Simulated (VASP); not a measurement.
# Zn (Fm-3m) in VASP: further runs

Zn is run at these levels: PBEsol; tasks: single point.

Everything below comes from runs of VASP 6.6.1. Logs are shortened: lines on timing, memory, paths and dates and some standing lists are left out, and cuts for length are marked.

## 1. The cell of the first run

It takes space group Fm-3m (No. 225, cubic). Conventional cell: a = 3.960 Å, b = 3.960 Å, c = 3.960 Å, α = 90.00°, β = 90.00°, γ = 90.00°. Within 3.7 Å of Zn (site symmetry m-3m) lie 12 Zn at 2.80 Å.

## 2. Single point, PBEsol (Cd replaced by Zn, lengths x 0.908, strained)

Input file INCAR:

```
SYSTEM = Zn
ALGO = Normal
EDIFF = 1E-6
ENCUT = 500
GGA = PS
GGA_COMPAT = .False.
ISIF = 2
ISMEAR = 0
LASPH = .True.
LCHARG = .False.
LREAL = .False.
LWAVE = .False.
NBANDS = 12
NELM = 120
PREC = Accurate
SIGMA = 0.1
```

Input file KPOINTS:

```
k-points
0
Gamma
  8 8 8
  0 0 0
```

Input file POSCAR:

```
Zn
1.0
    0.0000000000      1.9800838705      1.9800838705
    1.9800838705      0.0000000000      1.9800838705
    1.9800838705      1.9800838705      0.0000000000
Zn
1
Direct
    0.0000000000      0.0000000000      0.0000000000
```

Potentials or basis: VASP PAW PBE potentials, release 64 (Zn).

Started as:

```bash
> cat potpaw_PBE.64/Zn/POTCAR > POTCAR
> mpirun -np 1 vasp_std > vasp.out
```

OUTCAR:

```text
SYSTEM = Zn
   EDIFF = 1E-6
   ENCUT = 500
   GGA = PS
   ISIF = 2
   ISMEAR = 0
   LASPH = .True.
   LREAL = .False.
   NELM = 120
   PREC = Accurate

 ion  position               nearest neighbor table
   1  0.000  0.000  0.000-

  LATTYP: Found a face centered cubic cell.
 ALAT       =     3.9601677410

  Lattice vectors:

 A1 = (   0.0000000000,   1.9800838705,   1.9800838705)
 A2 = (   1.9800838705,   0.0000000000,   1.9800838705)
 A3 = (   1.9800838705,   1.9800838705,   0.0000000000)

Analysis of symmetry for initial positions (statically):
=====================================================================
 Subroutine PRICEL returns:
 Original cell was already a primitive cell.

 Routine SETGRP: Setting up the symmetry group for a
 face centered cubic supercell.

 Subroutine GETGRP returns: Found 48 space group operations
 (whereof 48 operations were pure point group operations)
 out of a pool of 48 trial point group operations.

The static configuration has the point symmetry O_h .

Analysis of symmetry for dynamics (positions and initial velocities):
=====================================================================
 Subroutine PRICEL returns:
 Original cell was already a primitive cell.

 Routine SETGRP: Setting up the symmetry group for a
 face centered cubic supercell.

 Subroutine GETGRP returns: Found 48 space group operations
 (whereof 48 operations were pure point group operations)
 out of a pool of 48 trial point group operations.

The dynamic configuration has the point symmetry O_h .

 Subroutine INISYM returns: Found 48 space group operations
 (whereof 48 operations are pure point group operations),
 and found     1 'primitive' translations

----------------------------------------------------------------------------------------

                                     Primitive cell

  volume of cell :      15.5268

  direct lattice vectors                    reciprocal lattice vectors
     0.000000000  1.980083870  1.980083870    -0.252514556  0.252514556  0.252514556
     1.980083870  0.000000000  1.980083870     0.252514556 -0.252514556  0.252514556
     1.980083870  1.980083870  0.000000000     0.252514556  0.252514556 -0.252514556

  length of vectors
     2.800261464  2.800261464  2.800261464     0.437368041  0.437368041  0.437368041

  position of ions in fractional coordinates (direct lattice)
     0.000000000  0.000000000  0.000000000

  ion indices of the primitive-cell ions
   primitive index   ion index
                 1           1

----------------------------------------------------------------------------------------

 KPOINTS: k-points

Automatic generation of k-mesh.
 Grid dimensions read from file:
 generate k-points for:    8    8    8

 Generating k-lattice:

  Cartesian coordinates                     Fractional coordinates (reciprocal lattice)
    -0.031564320  0.031564320  0.031564320     0.125000000  0.000000000  0.000000000
     0.031564320 -0.031564320  0.031564320     0.000000000  0.125000000  0.000000000
     0.031564320  0.031564320 -0.031564320     0.000000000  0.000000000  0.125000000

  Length of vectors
     0.054671005  0.054671005  0.054671005

  Shift w.r.t. Gamma in fractional coordinates (k-lattice)
     0.000000000  0.000000000  0.000000000

 Subroutine IBZKPT returns following result:
 ===========================================

 Found     29 irreducible k-points:

 Following reciprocal coordinates:
            Coordinates               Weight
  0.000000  0.000000  0.000000      1.000000
  0.125000  0.000000  0.000000      8.000000
  0.250000  0.000000  0.000000      8.000000
  0.375000  0.000000  0.000000      8.000000
  0.500000  0.000000  0.000000      4.000000
  0.125000  0.125000  0.000000      6.000000
[... 16 lines left out ...]
  0.500000  0.250000  0.125000     48.000000
 -0.375000  0.250000  0.125000     24.000000
 [... further k-points ...]
   k-points           NKPTS =     29   k-points in BZ     NKDIM =     29   number of bands    NBANDS=     12
   number of dos      NEDOS =    301   number of ions     NIONS =      1
   total plane-waves  NPLWV =   8000
   dimension x,y,z NGX =    20 NGY =   20 NGZ =   20
   dimension x,y,z NGXF=    40 NGYF=   40 NGZF=   40
   ions per type =               1
   NGX,Y,Z   is equivalent  to a cutoff of  11.87, 11.87, 11.87 a.u.
   NGXF,Y,Z  is equivalent  to a cutoff of  23.75, 23.75, 23.75 a.u.
 SYSTEM =  Zn
   PREC   = accura    normal or accurate (medium, high low for compatibility)
   ISTART =      0    job   : 0-new  1-cont  2-samecut
   ICHARG =      2    charge: 1-file 2-atom 10-const
   ISPIN  =      1    spin polarized calculation?
   LNONCOLLINEAR =      F non collinear calculations
   LSORBIT =      F    spin-orbit coupling
   LASPH  =      T    aspherical Exc in radial PAW
   ENCUT  =  500.0 eV  36.75 Ry    6.06 a.u.   5.11  5.11  5.11*2*pi/ulx,y,z
   NELM   =    120;   NELMIN=  2; NELMDL= -5     # of ELM steps
   EDIFF  = 0.1E-05   stopping-criterion for ELM
   LREAL  =      F    real-space projection
   EDIFFG = 0.1E-04   stopping-criterion for IOM
   NSW    =      0    number of steps for IOM
   IBRION =     -1    ionic relax: 0-MD 1-quasi-New 2-CG
   NFREE  =      0    steps in history (QN), initial steepest desc. (CG)
   ISIF   =      2    stress and relaxation
   ISYM   =      2    0-nonsym 1-usesym 2-fastsym
   POTIM  = 0.5000    time-step for ionic-motion
   TEBEG  =    0.0;   TEEND  =   0.0 temperature during run
   PSTRESS=    0.0 pullay stress
   NELECT =      12.0000    total number of electrons
   NUPDOWN=      -1.0000    fix difference up-down
   EMIN   =  10.00;   EMAX   =-10.00  energy-range for DOS
   EFERMI =   0.00;   METHOD = LEGACY
   ISMEAR =     0;   SIGMA  =   0.10  broadening in eV -4-tet -1-fermi 0-gaus
   EFERMI_NEDOS =   21; number of points for ismear=-14 and -15
   IALGO  =     38    algorithm
   IMIX   =      4    mixing-type and parameters
     AMIX     =   0.40;   BMIX     =  1.00
     AMIX_MAG =   1.60;   BMIX_MAG =  1.00
  volume/ion in A,a.u.               =      15.53       104.78
  Fermi-wavevector in a.u.,A,eV,Ry     =   1.502363  2.839055 30.709653  2.257096
  Thomas-Fermi vector in A             =   2.613614
   LORBIT       =      0    0 simple, 1 ext, 2 COOP (PROOUT), +10 PAW based schemes
   GGA     = PS    functional components
   LHFCALC =     F    Hartree Fock is set to
   AEXX    =    0.0000 exact exchange contribution
   IVDW    =     0    specifies the selected vdW correction
   LEPSILON=     F    determine dielectric tensor
   LRPA    =     F    only Hartree local field effects (RPA)
 non-spin polarized calculation
 Gauss-broadening in eV      SIGMA  =   0.10
  energy-cutoff  :      500.00
  volume of cell :       15.53
 maximum number of plane-waves:       411
   NGX = 11   NGY = 11   NGZ = 11

 number of electron      11.9999992 magnetization

 Free energy of the ion-electron system (eV)
  ---------------------------------------------------
  ext. energy  EPLUGINS =         0.00000000
  ---------------------------------------------------
  free energy    TOTEN  =        -1.52805279 eV

  energy without entropy =       -1.52581293  energy(sigma->0) =       -1.52693286

 E-fermi :   2.3914     XC(G=0): -11.6024

 val. band max:        2.2536485788   @ k =  -0.3750   0.3750   0.1250
 cond. band min:       2.4694018144   @ k =   0.5000   0.1250   0.0000
 fundamental gap:      0.2157532356
 Fermi energy:         2.3914085491

 k-point     1 :       0.0000    0.0000    0.0000
  band No.  band energies     occupation
      1      -7.4362      2.00000
      2      -4.7737      2.00000
      3      -4.7737      2.00000
      4      -4.7737      2.00000
      5      -4.4064      2.00000
      6      -4.4064      2.00000
      7      20.6685      0.00000
      8      20.6685      0.00000
      9      20.6685      0.00000
     10      21.4871      0.00000
     11      23.4848      0.00000
     12      23.4848      0.00000

 k-point     2 :       0.1250    0.0000    0.0000
  band No.  band energies     occupation
      1      -6.9788      2.00000
      2      -4.8018      2.00000
      3      -4.7286      2.00000
      4      -4.7286      2.00000
      5      -4.4153      2.00000
      6      -4.4153      2.00000
      7      15.6741      0.00000
      8      19.6202      0.00000
      9      19.6202      0.00000
     10      21.0969      0.00000
     11      25.2973      0.00000
     12      25.2973      0.00000

 k-point     3 :       0.2500    0.0000    0.0000
  band No.  band energies     occupation
      1      -5.8550      2.00000
      2      -4.6965      2.00000
      3      -4.6965      2.00000
      4      -4.6067      2.00000
      5      -4.3555      2.00000
      6      -4.3555      2.00000
      7       9.9318      0.00000
      8      18.4634      0.00000
      9      18.4634      0.00000
     10      20.6888      0.00000
     11      24.2899      0.00000
     12      24.2899      0.00000
[... 286 lines left out ...]
 k-point    23 :       0.5000    0.2500    0.1250
  band No.  band energies     occupation
      1      -5.1263      2.00000
      2      -4.8690      2.00000
      3      -4.7360      2.00000
      4      -4.4745      2.00000
      5      -4.2204      2.00000
      6      -1.3641      2.00000
      7       6.0607      0.00000
      8      10.8337      0.00000
      9      13.3842      0.00000
     10      20.3004      0.00000
     11      23.4218      0.00000
     12      26.0389      0.00000

 k-point    24 :      -0.3750    0.2500    0.1250
  band No.  band energies     occupation
      1      -5.1512      2.00000
      2      -4.9257      2.00000
      3      -4.5799      2.00000
      4      -4.5438      2.00000
      5      -4.1553      2.00000
      6       1.6385      2.00000
      7       2.1488      1.99940
      8      11.3296      0.00000
      9      11.9576      0.00000
     10      20.1907      0.00000
     11      23.1072      0.00000
     12      30.6204      0.00000

 [... further k-points ...]
[... 5 lines left out ...]
  --------------------------------------------------------------------------------------
  -------------------------------------------------------------------------------------
  Total       -0.5578731     -0.5578731     -0.5578731      0.0000000      0.0000000      0.0000000
  in kB      -57.5658903    -57.5658903    -57.5658903      0.0000000      0.0000000      0.0000000
  external PRESSURE =     -57.5658903 kB  Pullay stress =       0.0000000 kB

 VOLUME and BASIS-vectors are now :
 -----------------------------------------------------------------------------
  energy-cutoff  :      500.00
  volume of cell :       15.53
      direct lattice vectors                 reciprocal lattice vectors
     0.000000000  1.980083870  1.980083870    -0.252514556  0.252514556  0.252514556
     1.980083870  0.000000000  1.980083870     0.252514556 -0.252514556  0.252514556
     1.980083870  1.980083870  0.000000000     0.252514556  0.252514556 -0.252514556

 POSITION                                       TOTAL-FORCE (eV/Angst)
 -----------------------------------------------------------------------------------
      0.00000      0.00000      0.00000         0.000000     -0.000000      0.000000
 -----------------------------------------------------------------------------------
    total drift:                                0.000000      0.000000      0.000000

  FREE ENERGIE OF THE ION-ELECTRON SYSTEM (eV)
  ---------------------------------------------------
  free  energy   TOTEN  =        -1.5280527936 eV

  energy  without entropy=       -1.5258129336  energy(sigma->0) =       -1.52693286
```

It took 5.6 s on 1 thread of Intel Xeon Platinum 8488C (Sapphire Rapids), shared host; peak memory 0.12 GiB.

What came out:

| Item | Value |
| --- | --- |
| Free energy | -1.5281 eV |
| Pressure | -5.8 GPa |
| Band gap on the k mesh | zero (band 6 reaches 4.98 eV, above the bottom of band 7 at 1.33 eV) |

Caveat: the cell differs from its parent crystal (Cd replaced by Zn, lengths x 0.908, strained); the PAW data sets were made with another functional, which shifts forces and pressure a little.

## 3. Single point, PBEsol (Cd replaced by Zn, lengths x 0.908, strained)

Input file INCAR:

```
SYSTEM = Zn
PREC     = Accurate       ! precision mode
ENCUT    = 500            ! plane-wave cutoff, eV
EDIFF    = 1E-6           ! SCF threshold, eV
ISMEAR   = 0              ! smearing method
SIGMA    = 0.1            ! smearing width, eV
LREAL    = .FALSE.        ! projectors in reciprocal space
LASPH    = .TRUE.         ! aspherical terms in the spheres
NELM     = 120            ! most SCF steps
ALGO     = Normal         ! electronic algorithm
ISIF     = 2              ! what is computed and relaxed
LWAVE    = .FALSE.        ! write WAVECAR
LCHARG   = .FALSE.        ! write CHGCAR
GGA      = PS             ! functional
NBANDS   = 12             ! bands
GGA_COMPAT= .FALSE.
```

Input file KPOINTS:

```
Automatic mesh
0
G
  18 18 18
  0 0 0
```

POSCAR is that of step 2.

Potentials or basis: VASP PAW PBE potentials, release 64 (Zn).

Started as:

```bash
> cat potpaw_PBE.64/Zn/POTCAR > POTCAR
> mpirun -np 1 vasp_std > vasp.out
```

Run time: 17 s. Hardware: 1 thread of Intel Xeon Platinum 8488C (Sapphire Rapids), shared host; peak memory 0.14 GiB.

The run converged. Its results:

```yaml
Free_energy: -1.5330 eV
Pressure: -6.0 GPa
Band_gap_on_the_k_mesh: zero (band 6 reaches 4.37 eV, above the bottom of band 7 at 1.33 eV)
```

Levels at points of the mesh, in eV from the Fermi level:
| k point | band 3 | band 4 | band 5 | band 6 | band 7 | band 8 | band 9 | band 10 |
| --- | --- | --- | --- | --- | --- | --- | --- | --- |
| (0.00, 0.00, 0.00) | -7.46 | -7.46 | -7.09 | -7.09 | 17.99 | 17.99 | 17.99 | 18.81 |
| (0.50, 0.00, 0.00) | -7.46 | -6.82 | -6.82 | -2.75 | -1.35 | 15.02 | 15.02 | 17.35 |
| (0.50, 0.50, 0.00) | -6.83 | -6.75 | -6.75 | -0.88 | 1.70 | 8.36 | 8.36 | 12.00 |

Caveat: the cell differs from its parent crystal (Cd replaced by Zn, lengths x 0.908, strained); the PAW data sets were made with another functional, which shifts forces and pressure a little.
